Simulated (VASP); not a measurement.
# CrNi (R-3m) in VASP: single point with PBE

Aim: the single point of CrNi with PBE.

All numbers are computed with VASP 6.6.1; they aren't measurements. Logs are shortened: lines on timing, memory, paths and dates and some standing lists are left out, and cuts for length are marked.

## (1) The cell of the first run

Symmetry: R-3m, No. 166, trigonal system. The conventional cell has a = 2.489 Å, b = 2.489 Å, c = 12.443 Å, α = 90.00°, β = 90.00°, γ = 120.00°. Cr (site symmetry -3m) has 6 Cr at 2.49 Å and 6 Ni at 2.52 Å within 3.3 Å. Ni (site symmetry -3m) has 6 Ni at 2.49 Å and 6 Cr at 2.52 Å within 3.3 Å.

## (2) Single point, PBE

File INCAR:

```
SYSTEM = CrNi
ALGO     = Normal         ! electronic algorithm
EDIFF    = 1E-6           ! SCF threshold, eV
ENCUT    = 700            ! plane-wave cutoff, eV
GGA      = PE             ! functional
GGA_COMPAT= .False.      
ISIF     = 2              ! what is computed and relaxed
ISMEAR   = 0              ! smearing method
LASPH    = .True.         ! aspherical terms in the spheres
LCHARG   = .False.        ! write CHGCAR
LREAL    = .False.        ! projectors in reciprocal space
LWAVE    = .False.        ! write WAVECAR
NBANDS   = 23             ! bands
NELM     = 120            ! most SCF steps
PREC     = Accurate       ! precision mode
SIGMA    = 0.1            ! smearing width, eV
```

File KPOINTS:

```
k-points
0
Gamma
  6 6 6
  0 0 0
```

File POSCAR:

```
CrNi
1.0
    1.2444927944      0.7185082499      4.1478027932
   -1.2444927944      0.7185082499      4.1478027932
    0.0000000000     -1.4370164998      4.1478027932
Cr Ni
1 1
Direct
    0.6500000000      0.0760000000      0.4530000000
    1.1500000000      0.5760000000      0.9530000000
```

Potentials or basis: VASP PAW PBE potentials, release 64 (Cr_sv, Ni_sv_GW).

Run with:

```console
cat potpaw_PBE.64/Cr_sv/POTCAR potpaw_PBE.64/Ni_sv_GW/POTCAR > POTCAR
mpirun -np 1 vasp_std > vasp.out
```

OUTCAR:

```text
SYSTEM = CrNi
   EDIFF = 1E-6
   ENCUT = 700
   GGA = PE
   ISIF = 2
   ISMEAR = 0
   LASPH = .True.
   LREAL = .False.
   NELM = 120
   PREC = Accurate

 ion  position               nearest neighbor table
   1  0.650  0.076  0.453-   2 2.52   2 2.52   2 2.52   2 2.52   2 2.52   2 2.52
   2  0.150  0.576  0.953-   1 2.52   1 2.52   1 2.52   1 2.52   1 2.52   1 2.52

  LATTYP: Found a trigonal (rhomboedric) cell.
 ALAT       =     4.3896793085
 COS(alpha) =     0.8392506664

  Lattice vectors:

 A1 = (   1.2444927944,   0.7185082499,   4.1478027932)
 A2 = (  -1.2444927944,   0.7185082499,   4.1478027932)
 A3 = (   0.0000000000,  -1.4370164998,   4.1478027932)

Analysis of symmetry for initial positions (statically):
=====================================================================
 Subroutine PRICEL returns:
 Original cell was already a primitive cell.

 Routine SETGRP: Setting up the symmetry group for a
 trigonal (rhombohedral) supercell.

 Subroutine GETGRP returns: Found 12 space group operations
 (whereof  1 operations were pure point group operations)
 out of a pool of 12 trial point group operations.

The static configuration has the point symmetry C_1 .
 The point group associated with its full space group is D_3d.

Analysis of symmetry for dynamics (positions and initial velocities):
=====================================================================
 Subroutine PRICEL returns:
 Original cell was already a primitive cell.

 Routine SETGRP: Setting up the symmetry group for a
 trigonal (rhombohedral) supercell.

 Subroutine GETGRP returns: Found 12 space group operations
 (whereof  1 operations were pure point group operations)
 out of a pool of 12 trial point group operations.

The dynamic configuration has the point symmetry C_1 .
 The point group associated with its full space group is D_3d.

 Subroutine INISYM returns: Found 12 space group operations
 (whereof  1 operations are pure point group operations),
 and found     1 'primitive' translations

----------------------------------------------------------------------------------------

                                     Primitive cell

  volume of cell :      22.2533

  direct lattice vectors                    reciprocal lattice vectors
     1.244492794  0.718508250  4.147802793     0.401770104  0.231962078  0.080363834
    -1.244492794  0.718508250  4.147802793    -0.401770104  0.231962078  0.080363834
     0.000000000 -1.437016500  4.147802793     0.000000000 -0.463924156  0.080363834

  length of vectors
     4.389679309  4.389679309  4.389679309     0.470833270  0.470833270  0.470833270

  position of ions in fractional coordinates (direct lattice)
     0.650000000  0.076000000  0.453000000
     0.150000000  0.576000000  0.953000000

  ion indices of the primitive-cell ions
   primitive index   ion index
                 1           1
                 2           2

----------------------------------------------------------------------------------------

 KPOINTS: k-points

Automatic generation of k-mesh.
 Grid dimensions read from file:
 generate k-points for:    6    6    6

 Generating k-lattice:

  Cartesian coordinates                     Fractional coordinates (reciprocal lattice)
     0.066961684  0.038660346  0.013393972     0.166666667  0.000000000  0.000000000
    -0.066961684  0.038660346  0.013393972     0.000000000  0.166666667  0.000000000
     0.000000000 -0.077320693  0.013393972     0.000000000  0.000000000  0.166666667

  Length of vectors
     0.078472212  0.078472212  0.078472212

  Shift w.r.t. Gamma in fractional coordinates (k-lattice)
     0.000000000  0.000000000  0.000000000

 Subroutine IBZKPT returns following result:
 ===========================================

 Found     32 irreducible k-points:

 Following reciprocal coordinates:
            Coordinates               Weight
  0.000000  0.000000  0.000000      1.000000
  0.166667  0.000000 -0.000000      6.000000
  0.333333  0.000000 -0.000000      6.000000
  0.500000  0.000000 -0.000000      3.000000
  0.166667  0.166667 -0.000000      6.000000
  0.333333  0.166667 -0.000000     12.000000
[... 16 lines left out ...]
  0.500000  0.500000  0.166667      6.000000
 -0.333333  0.500000  0.166667     12.000000
 [... further k-points ...]
   k-points           NKPTS =     32   k-points in BZ     NKDIM =     32   number of bands    NBANDS=     23
   number of dos      NEDOS =    301   number of ions     NIONS =      2
   total plane-waves  NPLWV =  64000
   dimension x,y,z NGX =    40 NGY =   40 NGZ =   40
   dimension x,y,z NGXF=    80 NGYF=   80 NGZF=   80
   ions per type =               1   1
   NGX,Y,Z   is equivalent  to a cutoff of  15.15, 15.15, 15.15 a.u.
   NGXF,Y,Z  is equivalent  to a cutoff of  30.30, 30.30, 30.30 a.u.
 SYSTEM =  CrNi
   PREC   = accura    normal or accurate (medium, high low for compatibility)
   ISTART =      0    job   : 0-new  1-cont  2-samecut
   ICHARG =      2    charge: 1-file 2-atom 10-const
   ISPIN  =      1    spin polarized calculation?
   LNONCOLLINEAR =      F non collinear calculations
   LSORBIT =      F    spin-orbit coupling
   LASPH  =      T    aspherical Exc in radial PAW
   ENCUT  =  700.0 eV  51.45 Ry    7.17 a.u.   9.47  9.47  9.47*2*pi/ulx,y,z
   NELM   =    120;   NELMIN=  2; NELMDL= -5     # of ELM steps
   EDIFF  = 0.1E-05   stopping-criterion for ELM
   LREAL  =      F    real-space projection
   EDIFFG = 0.1E-04   stopping-criterion for IOM
   NSW    =      0    number of steps for IOM
   IBRION =     -1    ionic relax: 0-MD 1-quasi-New 2-CG
   NFREE  =      0    steps in history (QN), initial steepest desc. (CG)
   ISIF   =      2    stress and relaxation
   ISYM   =      2    0-nonsym 1-usesym 2-fastsym
   POTIM  = 0.5000    time-step for ionic-motion
   TEBEG  =    0.0;   TEEND  =   0.0 temperature during run
   PSTRESS=    0.0 pullay stress
   NELECT =      32.0000    total number of electrons
   NUPDOWN=      -1.0000    fix difference up-down
   EMIN   =  10.00;   EMAX   =-10.00  energy-range for DOS
   EFERMI =   0.00;   METHOD = LEGACY
   ISMEAR =     0;   SIGMA  =   0.10  broadening in eV -4-tet -1-fermi 0-gaus
   EFERMI_NEDOS =   21; number of points for ismear=-14 and -15
   IALGO  =     38    algorithm
   IMIX   =      4    mixing-type and parameters
     AMIX     =   0.40;   BMIX     =  1.00
     AMIX_MAG =   1.60;   BMIX_MAG =  1.00
  volume/ion in A,a.u.               =      11.13        75.09
  Fermi-wavevector in a.u.,A,eV,Ry     =   1.847823  3.491879 46.456401  3.414449
  Thomas-Fermi vector in A             =   2.898572
   LORBIT       =      0    0 simple, 1 ext, 2 COOP (PROOUT), +10 PAW based schemes
   GGA     = PE    functional components
   LHFCALC =     F    Hartree Fock is set to
   AEXX    =    0.0000 exact exchange contribution
   IVDW    =     0    specifies the selected vdW correction
   LEPSILON=     F    determine dielectric tensor
   LRPA    =     F    only Hartree local field effects (RPA)
 non-spin polarized calculation
 Gauss-broadening in eV      SIGMA  =   0.10
  energy-cutoff  :      700.00
  volume of cell :       22.25
 maximum number of plane-waves:       954
 NGX is ok and might be reduce to    40
   NGX = 19   NGY = 19   NGZ = 19

 number of electron      32.0000003 magnetization

 Free energy of the ion-electron system (eV)
  ---------------------------------------------------
  ext. energy  EPLUGINS =         0.00000000
  ---------------------------------------------------
  free energy    TOTEN  =       -15.74438953 eV

  energy without entropy =      -15.73101463  energy(sigma->0) =      -15.73770208

 E-fermi :  11.2048     XC(G=0): -13.8545

 val. band max:       11.1970504965   @ k =   0.5000   0.5000  -0.0000
 cond. band min:      11.2767790933   @ k =   0.5000   0.3333   0.1667
 fundamental gap:      0.0797285968
 Fermi energy:        11.2047854638

 k-point     1 :       0.0000    0.0000    0.0000
  band No.  band energies     occupation
      1     -92.3516      2.00000
      2     -60.5609      2.00000
      3     -52.9060      2.00000
      4     -52.5585      2.00000
      5     -52.5585      2.00000
      6     -32.0014      2.00000
[... 15 lines left out ...]
     22      31.3566      0.00000
     23      32.8259      0.00000

 k-point     2 :       0.1667    0.0000   -0.0000
  band No.  band energies     occupation
      1     -92.3462      2.00000
      2     -60.5214      2.00000
      3     -52.9004      2.00000
      4     -52.6005      2.00000
      5     -52.5689      2.00000
      6     -31.9700      2.00000
[... 15 lines left out ...]
     22      28.2909      0.00000
     23      31.2895      0.00000

 k-point     3 :       0.3333    0.0000   -0.0000
  band No.  band energies     occupation
      1     -92.3350      2.00000
      2     -60.4416      2.00000
      3     -52.8890      2.00000
      4     -52.6837      2.00000
      5     -52.5896      2.00000
      6     -31.9745      2.00000
[... 15 lines left out ...]
     22      22.7125      0.00000
     23      26.0957      0.00000

 k-point     4 :       0.5000    0.0000   -0.0000
  band No.  band energies     occupation
      1     -92.3296      2.00000
      2     -60.4013      2.00000
      3     -52.8834      2.00000
      4     -52.7253      2.00000
      5     -52.5999      2.00000
      6     -32.1779      2.00000
[... 15 lines left out ...]
     22      21.8068      0.00000
     23      25.4985      0.00000

 k-point     5 :       0.1667    0.1667   -0.0000
  band No.  band energies     occupation
      1     -92.3462      2.00000
      2     -60.5215      2.00000
      3     -52.9003      2.00000
      4     -52.6005      2.00000
      5     -52.5689      2.00000
      6     -31.9703      2.00000
[... 15 lines left out ...]
     22      28.8734      0.00000
     23      30.3090      0.00000

 k-point     6 :       0.3333    0.1667   -0.0000
  band No.  band energies     occupation
      1     -92.3379      2.00000
      2     -60.4617      2.00000
      3     -52.8919      2.00000
      4     -52.6553      2.00000
      5     -52.5923      2.00000
      6     -31.9227      2.00000
[... 15 lines left out ...]
     22      24.9991      0.00000
     23      26.1868      0.00000

 k-point     7 :       0.5000    0.1667   -0.0000
  band No.  band energies     occupation
      1     -92.3295      2.00000
      2     -60.4013      2.00000
      3     -52.8835      2.00000
      4     -52.7042      2.00000
      5     -52.6213      2.00000
      6     -32.0716      2.00000
[... 353 lines left out ...]
     22      24.9582      0.00000
     23      25.7387      0.00000

 k-point    21 :      -0.3333    0.3333    0.1667
  band No.  band energies     occupation
      1     -92.3295      2.00000
      2     -60.4012      2.00000
      3     -52.8834      2.00000
      4     -52.7044      2.00000
      5     -52.6212      2.00000
      6     -32.0707      2.00000
[... 15 lines left out ...]
     22      23.4363      0.00000
     23      25.8272      0.00000

 k-point    22 :      -0.1667    0.3333    0.1667
  band No.  band energies     occupation
      1     -92.3295      2.00000
      2     -60.4011      2.00000
      3     -52.8838      2.00000
      4     -52.7043      2.00000
      5     -52.6213      2.00000
      6     -32.0711      2.00000
[... 15 lines left out ...]
     22      22.3650      0.00000
     23      22.7292      0.00000

 k-point    23 :       0.5000    0.5000    0.1667
  band No.  band energies     occupation
      1     -92.3349      2.00000
      2     -60.4416      2.00000
      3     -52.8887      2.00000
      4     -52.6842      2.00000
      5     -52.5896      2.00000
      6     -31.9729      2.00000
[... 15 lines left out ...]
     22      25.5717      0.00000
     23      26.0582      0.00000

 k-point    24 :      -0.3333    0.5000    0.1667
  band No.  band energies     occupation
      1     -92.3294      2.00000
      2     -60.4011      2.00000
      3     -52.8835      2.00000
      4     -52.7046      2.00000
      5     -52.6212      2.00000
      6     -32.0701      2.00000
[... 15 lines left out ...]
     22      22.7385      0.00000
     23      24.4993      0.00000

 [... further k-points ...]
[... 5 lines left out ...]
  --------------------------------------------------------------------------------------
  -------------------------------------------------------------------------------------
  Total       -0.1468475     -0.1468475      0.4621146     -0.0000000     -0.0000000      0.0000000
  in kB      -10.5726422    -10.5726422     33.2710730     -0.0000000     -0.0000000      0.0000000
  external PRESSURE =       4.0419295 kB  Pullay stress =       0.0000000 kB

 VOLUME and BASIS-vectors are now :
 -----------------------------------------------------------------------------
  energy-cutoff  :      700.00
  volume of cell :       22.25
      direct lattice vectors                 reciprocal lattice vectors
     1.244492794  0.718508250  4.147802793     0.401770104  0.231962078  0.080363834
    -1.244492794  0.718508250  4.147802793    -0.401770104  0.231962078  0.080363834
     0.000000000 -1.437016500  4.147802793     0.000000000 -0.463924156  0.080363834

 POSITION                                       TOTAL-FORCE (eV/Angst)
 -----------------------------------------------------------------------------------
      0.71434     -0.12933      4.89026         0.000000      0.000000      0.000000
     -0.53015     -0.84784      6.96416         0.000000     -0.000000     -0.000000
 -----------------------------------------------------------------------------------
    total drift:                                0.000002      0.000004     -0.000077

  FREE ENERGIE OF THE ION-ELECTRON SYSTEM (eV)
  ---------------------------------------------------
  free  energy   TOTEN  =       -15.7443895345 eV

  energy  without entropy=      -15.7310146305  energy(sigma->0) =      -15.73770208
```

Wall time 97 s (1 thread of Intel Xeon Platinum 8375C at 2.90GHz (Ice Lake), shared host); peak memory 0.26 GiB.

What came out:

| Property | Result |
| --- | --- |
| Free energy | -15.7444 eV |
| Pressure | 0.4 GPa |
| Band gap on the k mesh | zero (bands 16 and 17 overlap by 0.94 eV) |

Stress tensor (GPa, compression positive):
```
-1.06  0.00  0.00
 0.00 -1.06  0.00
 0.00  0.00  3.33
```

Caveat: the k points lie up to 0.49 Å⁻¹ apart, too coarse for converged energies and pressures of a metal; the run has no spin polarisation, though such a crystal can be magnetic.

The gap in the log of VASP goes by the Fermi energy; the results here count the filled bands.